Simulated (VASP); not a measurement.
Runs of VASP 6.6.1 on CeO2. The structure is that of space group Fm-3m (No. 225), or close to it. The cells are those of the table. 

```csv
cell,gap on the mesh (eV),pressure (GPa)
"a = 3.867 Å, angles 60.0°, 3 atoms",1.86,(b)
"a = 3.791 Å, angles 60.0°, 3 atoms",2.03,(a)
"a = 3.765 Å, angles 60.0°, 3 atoms",2.09,8.6
"a = 3.842 Å, angles 60.0°, 3 atoms",1.92,-3.6
```

Alike in all rows: task single point; level PBEsol; potentials or basis VASP PAW PBE potentials, release 64 (Ce, O); no spin polarisation; k mesh 12 × 12 × 12; cutoff (eV) 520; smearing gaussian 0.05 eV.

Problem. Fill in the values left out.

Solution. (a) 4.0; (b) -6.9.

Caveats: the PAW data sets were made with another functional, which shifts forces and pressure a little; spin-orbit coupling is left out, which moves the levels of the heavy elements; semilocal functionals describe open f shells poorly, which spoils levels, moments and volumes; the cell stands under tension (at least some runs); the cell stands under pressure (at least some runs).

A k mesh can miss the band edges, and the runs leave out spin-orbit coupling on Ce.
